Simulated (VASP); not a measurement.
# ZnO (P6_3mc) in VASP: single point with HSE06

Aim: the single point of ZnO with HSE06.

Program: VASP 6.6.1. These are calculated values, not measurements. Logs are shortened: lines on timing, memory, paths and dates and some standing lists are left out, and cuts for length are marked.

## (1) The cell of the first run

Symmetry: P6_3mc, No. 186, hexagonal system. The conventional cell has a = 3.280 Å, b = 3.280 Å, c = 5.294 Å, α = 90.00°, β = 90.00°, γ = 120.00°. Zn (site symmetry 3m) has 4 O at 2.00 to 2.01 Å within 2.6 Å. Within 2.6 Å of O (site symmetry 3m) lie 4 Zn at 2.00 to 2.01 Å.

## (2) Single point, HSE06

Input file POSCAR:

```
ZnO
1.0
    4.9198724887      2.8404897057      0.0000000000
   -4.9198724887      2.8404897057      0.0000000000
    0.0000000000      0.0000000000      5.2940484800
Zn O
6 6
Direct
    0.0000000000      0.3333333333      0.5006132100
    0.3333333333      0.0000000000      0.5006132100
    0.6666666667      0.6666666667      0.5006132100
    0.0000000000      0.6666666667      0.0006132100
    0.3333333333      0.3333333333      0.0006132100
    0.6666666667      0.0000000000      0.0006132100
    0.0000000000      0.3333333333      0.8796967900
    0.3333333333      0.0000000000      0.8796967900
    0.6666666667      0.6666666667      0.8796967900
    0.0000000000      0.6666666667      0.3796967900
    0.3333333333      0.3333333333      0.3796967900
    0.6666666667      0.0000000000      0.3796967900
```

Input file INCAR.step1:

```
ALGO = Normal ; EDIFF = 1E-5
ENCUT = 520 ; GGA = PE
GGA_COMPAT = False ; ISIF = 2
ISMEAR = -1 ; LASPH = True
LREAL = False ; LWAVE = True
NBANDS = 66 ; NELM = 120
PREC = Accurate ; SIGMA = 0.01
```

Input file INCAR.step2:

```
ALGO = Normal ; EDIFF = 1E-6
ENCUT = 520 ; GGA = PE
GGA_COMPAT = False ; HFSCREEN = 0.2079
ISIF = 2 ; ISMEAR = -1
ISTART = 1 ; LASPH = True
LCHARG = True ; LELF = True
LHFCALC = True ; LREAL = False
LVHAR = True ; LWAVE = False
NBANDS = 66 ; NELM = 120
PREC = Accurate ; PRECFOCK = Fast
SIGMA = 0.01
```

Input file KPOINTS:

```
k-points
0
Gamma
  2 2 2
```

Potentials or basis: VASP PAW PBE potentials, release 64 (Zn, O).

On the command line:

```console
$ cat potpaw_PBE.64/Zn/POTCAR potpaw_PBE.64/O/POTCAR > POTCAR
$ cp INCAR.step1 INCAR
$ mpirun -np 1 vasp_std > vasp.out
$ cp INCAR.step2 INCAR
$ mpirun -np 1 vasp_std > vasp.out
```

OUTCAR:

```text
EDIFF = 1E-6
   ENCUT = 520
   GGA = PE
   HFSCREEN = 0.2079
   ISIF = 2
   ISMEAR = -1
   ISTART = 1
   LASPH = True
   LHFCALC = True
   LREAL = False
   NELM = 120
   PREC = Accurate
   PRECFOCK = Fast

 ion  position               nearest neighbor table
   1  0.000  0.333  0.501-  12 2.00  11 2.00  10 2.00   7 2.01
   2  0.333  0.000  0.501-  10 2.00  11 2.00  12 2.00   8 2.01
   3  0.667  0.667  0.501-  10 2.00  12 2.00  11 2.00   9 2.01
   4  0.000  0.667  0.001-   8 2.00   9 2.00   7 2.00  10 2.01
   5  0.333  0.333  0.001-   7 2.00   8 2.00   9 2.00  11 2.01
   6  0.667  0.000  0.001-   7 2.00   9 2.00   8 2.00  12 2.01
   7  0.000  0.333  0.880-   6 2.00   5 2.00   4 2.00   1 2.01
   8  0.333  0.000  0.880-   4 2.00   5 2.00   6 2.00   2 2.01
   9  0.667  0.667  0.880-   4 2.00   6 2.00   5 2.00   3 2.01
  10  0.000  0.667  0.380-   2 2.00   3 2.00   1 2.00   4 2.01
  11  0.333  0.333  0.380-   1 2.00   2 2.00   3 2.00   5 2.01
  12  0.667  0.000  0.380-   1 2.00   3 2.00   2 2.00   6 2.01

  LATTYP: Found a hexagonal cell.
 ALAT       =     5.6809794114
 C/A-ratio  =     0.9318901014

  Lattice vectors:

 A1 = (   4.9198724887,   2.8404897057,   0.0000000000)
 A2 = (  -4.9198724887,   2.8404897057,   0.0000000000)
 A3 = (   0.0000000000,   0.0000000000,   5.2940484800)

Analysis of symmetry for initial positions (statically):
=====================================================================
 Subroutine PRICEL returns following result:

  LATTYP: Found a hexagonal cell.
 ALAT       =     3.2799149921
 C/A-ratio  =     1.6140810029

  Lattice vectors:

 A1 = (  -1.6399574966,  -2.8404897051,   0.0000000000)
 A2 = (   3.2799149926,  -0.0000000003,   0.0000000000)
 A3 = (   0.0000000000,   0.0000000000,   5.2940484800)

   3 primitive cells build up your supercell.

 Routine SETGRP: Setting up the symmetry group for a
 hexagonal supercell.

 Subroutine GETGRP returns: Found 12 space group operations
 (whereof  6 operations were pure point group operations)
 out of a pool of 24 trial point group operations.

The static configuration has the point symmetry C_3v.
 The point group associated with its full space group is C_6v.

Analysis of symmetry for dynamics (positions and initial velocities):
=====================================================================
 Subroutine PRICEL returns following result:

  LATTYP: Found a hexagonal cell.
 ALAT       =     3.2799149921
 C/A-ratio  =     1.6140810029

  Lattice vectors:

 A1 = (  -1.6399574966,  -2.8404897051,   0.0000000000)
 A2 = (   3.2799149926,  -0.0000000003,   0.0000000000)
 A3 = (   0.0000000000,   0.0000000000,   5.2940484800)

   3 primitive cells build up your supercell.

 Routine SETGRP: Setting up the symmetry group for a
 hexagonal supercell.

 Subroutine GETGRP returns: Found 12 space group operations
 (whereof  6 operations were pure point group operations)
 out of a pool of 24 trial point group operations.

The dynamic configuration has the point symmetry C_3v.
 The point group associated with its full space group is C_6v.

 Subroutine INISYM returns: Found 12 space group operations
 (whereof  6 operations are pure point group operations),
 and found     3 'primitive' translations

----------------------------------------------------------------------------------------

                                     Primitive cell

  volume of cell :      49.3223

  direct lattice vectors                    reciprocal lattice vectors
    -1.639957497 -2.840489705  0.000000000    -0.000000000 -0.352051971  0.000000000
     3.279914993 -0.000000000  0.000000000     0.304885950 -0.176025986  0.000000000
     0.000000000  0.000000000  5.294048480     0.000000000  0.000000000  0.188891357

  length of vectors
     3.279914992  3.279914993  5.294048480     0.352051971  0.352051971  0.188891357

  position of ions in fractional coordinates (direct lattice)
     0.666666667  0.333333333  0.500613210
     0.333333333  0.666666667  0.000613210
     0.666666667  0.333333333  0.879696790
     0.333333333  0.666666667  0.379696790

  ion indices of the primitive-cell ions
   primitive index   ion index
                 1           1
                 2           5
                 3           7
                 4          11

----------------------------------------------------------------------------------------

 KPOINTS: k-points

Automatic generation of k-mesh.
 Grid dimensions read from file:
 generate k-points for:    2    2    2

 Generating k-lattice:

  Cartesian coordinates                     Fractional coordinates (reciprocal lattice)
     0.050814325  0.088012993  0.000000000     0.500000000  0.000000000  0.000000000
    -0.050814325  0.088012993  0.000000000     0.000000000  0.500000000  0.000000000
     0.000000000  0.000000000  0.094445678     0.000000000  0.000000000  0.500000000

  Length of vectors
     0.101628650  0.101628650  0.094445678

  Shift w.r.t. Gamma in fractional coordinates (k-lattice)
     0.000000000  0.000000000  0.000000000

 Subroutine IBZKPT returns following result:
 ===========================================

 Found      4 irreducible k-points:

 Following reciprocal coordinates:
            Coordinates               Weight
  0.000000  0.000000  0.000000      1.000000
  0.500000  0.000000  0.000000      3.000000
  0.000000  0.000000  0.500000      1.000000
  0.500000  0.000000  0.500000      3.000000
   k-points           NKPTS =      4   k-points in BZ     NKDIM =      8   number of bands    NBANDS=     66
   number of dos      NEDOS =    301   number of ions     NIONS =     12
   total plane-waves  NPLWV =  70560
   dimension x,y,z NGX =    42 NGY =   42 NGZ =   40
   dimension x,y,z NGXF=    84 NGYF=   84 NGZF=   80
   ions per type =               6   6
   NGX,Y,Z   is equivalent  to a cutoff of  12.29, 12.29, 12.56 a.u.
   NGXF,Y,Z  is equivalent  to a cutoff of  24.58, 24.58, 25.12 a.u.
 SYSTEM =  unknown system
   PREC   = accura    normal or accurate (medium, high low for compatibility)
   ISTART =      1    job   : 0-new  1-cont  2-samecut
   ICHARG =      0    charge: 1-file 2-atom 10-const
   ISPIN  =      1    spin polarized calculation?
   LNONCOLLINEAR =      F non collinear calculations
   LSORBIT =      F    spin-orbit coupling
   LASPH  =      T    aspherical Exc in radial PAW
   ENCUT  =  520.0 eV  38.22 Ry    6.18 a.u.  10.56 10.56  9.84*2*pi/ulx,y,z
   NELM   =    120;   NELMIN=  2; NELMDL=  0     # of ELM steps
   EDIFF  = 0.1E-05   stopping-criterion for ELM
   LREAL  =      F    real-space projection
   EDIFFG = 0.1E-04   stopping-criterion for IOM
   NSW    =      0    number of steps for IOM
   IBRION =     -1    ionic relax: 0-MD 1-quasi-New 2-CG
   NFREE  =      0    steps in history (QN), initial steepest desc. (CG)
   ISIF   =      2    stress and relaxation
   ISYM   =      3    0-nonsym 1-usesym 2-fastsym
   POTIM  = 0.5000    time-step for ionic-motion
   TEBEG  =    0.0;   TEEND  =   0.0 temperature during run
   PSTRESS=    0.0 pullay stress
   NELECT =     108.0000    total number of electrons
   NUPDOWN=      -1.0000    fix difference up-down
   EMIN   =  10.00;   EMAX   =-10.00  energy-range for DOS
   EFERMI =   0.00;   METHOD = LEGACY
   ISMEAR =    -1;   SIGMA  =   0.01  broadening in eV -4-tet -1-fermi 0-gaus
   EFERMI_NEDOS =   21; number of points for ismear=-14 and -15
   IALGO  =     38    algorithm
   IMIX   =      1    mixing-type and parameters
     AMIX     =   0.40;   BMIX     =  1.00
     AMIX_MAG =   1.60;   BMIX_MAG =  1.00
  volume/ion in A,a.u.               =      12.33        83.21
  Fermi-wavevector in a.u.,A,eV,Ry     =   1.473990  2.785436 29.560635  2.172645
  Thomas-Fermi vector in A             =   2.588816
   LORBIT       =      0    0 simple, 1 ext, 2 COOP (PROOUT), +10 PAW based schemes
   GGA     = PE    functional components
   LHFCALC =     T    Hartree Fock is set to
   PRECFOCK=fast      Normal, Fast or Accurate (Low or Medium for compatibility)
   ENCUT4O =  -1.0   cutoff for four orbital integrals eV
   NKREDX  =     1    reduce k-point grid by
   NKREDY  =     1    reduce k-point grid by
   NKREDZ  =     1    reduce k-point grid by
   AEXX    =    0.2500 exact exchange contribution
   HFSCREEN=    0.2079 screening length (either q_TF or 0.3 A-1)
   HFSCREENC=   0.2079 screening length for correlation (either q_TF or 0.3 A-1)
   ENCUTFOCK=  -1.0 apply spherical cutoff to Coloumb kernel
   IVDW    =     0    specifies the selected vdW correction
   LEPSILON=     F    determine dielectric tensor
   LRPA    =     F    only Hartree local field effects (RPA)
 non-spin polarized calculation
  energy-cutoff  :      520.00
  volume of cell :      147.97
 maximum number of plane-waves:      4015
  NGX = 24; NGY = 24; NGZ = 24

 number of electron     108.0000139 magnetization

 Free energy of the ion-electron system (eV)
  ---------------------------------------------------
  ext. energy  EPLUGINS =         0.00000000
  ---------------------------------------------------
  free energy    TOTEN  =       -68.09122020 eV

  energy without entropy =      -68.09122020  energy(sigma->0) =      -68.09122020

 E-fermi :  -0.0732     XC(G=0):  -8.7686

 val. band max:       -0.3431264856   @ k =   0.0000   0.0000   0.0000
 cond. band min:       2.0734553492   @ k =   0.0000   0.0000   0.0000
 fundamental gap:      2.4165818348
 Fermi energy:        -0.0731593792

 k-point     1 :       0.0000    0.0000    0.0000
  band No.  band energies     occupation
      1     -19.5499      2.00000
      2     -18.8605      2.00000
      3     -18.7358      2.00000
      4     -18.7357      2.00000
      5     -18.7357      2.00000
      6     -18.7357      2.00000
[... 58 lines left out ...]
     65       9.7725      0.00000
     66      12.3552      0.00000

 k-point     2 :       0.5000    0.0000    0.0000
  band No.  band energies     occupation
      1     -19.1775      2.00000
      2     -19.1775      2.00000
      3     -18.8922      2.00000
      4     -18.7194      2.00000
      5     -18.7194      2.00000
      6     -18.6814      2.00000
[... 58 lines left out ...]
     65      10.9359      0.00000
     66      10.9359      0.00000

 k-point     3 :       0.0000    0.0000    0.5000
  band No.  band energies     occupation
      1     -19.2129      2.00000
      2     -19.2129      2.00000
      3     -18.7261      2.00000
      4     -18.7261      2.00000
      5     -18.7261      2.00000
      6     -18.7261      2.00000
[... 58 lines left out ...]
     65      10.5342      0.00000
     66      10.5342      0.00000

 k-point     4 :       0.5000    0.0000    0.5000
  band No.  band energies     occupation
      1     -18.9463      2.00000
      2     -18.9463      2.00000
      3     -18.9463      2.00000
      4     -18.9463      2.00000
      5     -18.7787      2.00000
      6     -18.7787      2.00000
[... 58 lines left out ...]
     65      10.9237      0.00000
     66      10.9237      0.00000

------------------------ aborting loop because EDIFF is reached ----------------------------------------

  FORCE on cell =-STRESS in cart. coord.  units (eV):
  Direction    XX          YY          ZZ          XY          YZ          ZX
  --------------------------------------------------------------------------------------
  -------------------------------------------------------------------------------------
  Total       -2.9683940     -2.9683940     -3.4526453      0.0000000     -0.0000000      0.0000000
  in kB      -32.1415745    -32.1415745    -37.3850160      0.0000000     -0.0000000      0.0000000
  external PRESSURE =     -33.8893883 kB  Pullay stress =       0.0000000 kB

 VOLUME and BASIS-vectors are now :
 -----------------------------------------------------------------------------
  energy-cutoff  :      520.00
  volume of cell :      147.97
      direct lattice vectors                 reciprocal lattice vectors
     4.919872489  2.840489706  0.000000000     0.101628650  0.176025986  0.000000000
    -4.919872489  2.840489706  0.000000000    -0.101628650  0.176025986  0.000000000
     0.000000000  0.000000000  5.294048480     0.000000000  0.000000000  0.188891357

 POSITION                                       TOTAL-FORCE (eV/Angst)
 -----------------------------------------------------------------------------------
     -1.63996      0.94683      2.65027        -0.000000     -0.000000     -0.012630
      1.63996      0.94683      2.65027         0.000000      0.000000     -0.012630
      0.00000      3.78732      2.65027        -0.000000      0.000000     -0.012630
     -3.27991      1.89366      0.00325        -0.000000      0.000000     -0.012630
      0.00000      1.89366      0.00325        -0.000000      0.000000     -0.012630
      3.27991      1.89366      0.00325        -0.000000     -0.000000     -0.012630
     -1.63996      0.94683      4.65716         0.000000     -0.000000      0.012630
      1.63996      0.94683      4.65716         0.000000     -0.000000      0.012630
      0.00000      3.78732      4.65716         0.000000      0.000000      0.012630
     -3.27991      1.89366      2.01013         0.000000     -0.000000      0.012630
      0.00000      1.89366      2.01013        -0.000000      0.000000      0.012630
      3.27991      1.89366      2.01013        -0.000000     -0.000000      0.012630
 -----------------------------------------------------------------------------------
    total drift:                                0.000023      0.000004     -0.007182

  FREE ENERGIE OF THE ION-ELECTRON SYSTEM (eV)
  ---------------------------------------------------
  free  energy   TOTEN  =       -68.0912201972 eV

  energy  without entropy=      -68.0912201972  energy(sigma->0) =      -68.09122020
```

Run time: 36 min. Hardware: 1 thread of Intel Xeon 8259CL, shared host; peak memory 0.4 GiB.

Results:

```
Free energy            : -68.0912 eV
Pressure               : -3.4 GPa
Largest force          : 0.013 eV/Å
Band gap on the k mesh : 2.42 eV
```

Forces in eV/Å, atoms in the order of the input:
```
Zn   0.000  0.000 -0.013
Zn   0.000  0.000 -0.013
Zn   0.000  0.000 -0.013
Zn   0.000  0.000 -0.013
Zn   0.000  0.000 -0.013
Zn   0.000  0.000 -0.013
O    0.000  0.000  0.013
O    0.000  0.000  0.013
O    0.000  0.000  0.013
O    0.000  0.000  0.013
O    0.000  0.000  0.013
O    0.000  0.000  0.013
```

Stress tensor (GPa, compression positive):
```
-3.21  0.00  0.00
 0.00 -3.21  0.00
 0.00  0.00 -3.74
```

Caveat: the k points lie up to 0.64 Å⁻¹ apart; the PAW data sets were made with another functional, which shifts forces and pressure a little.
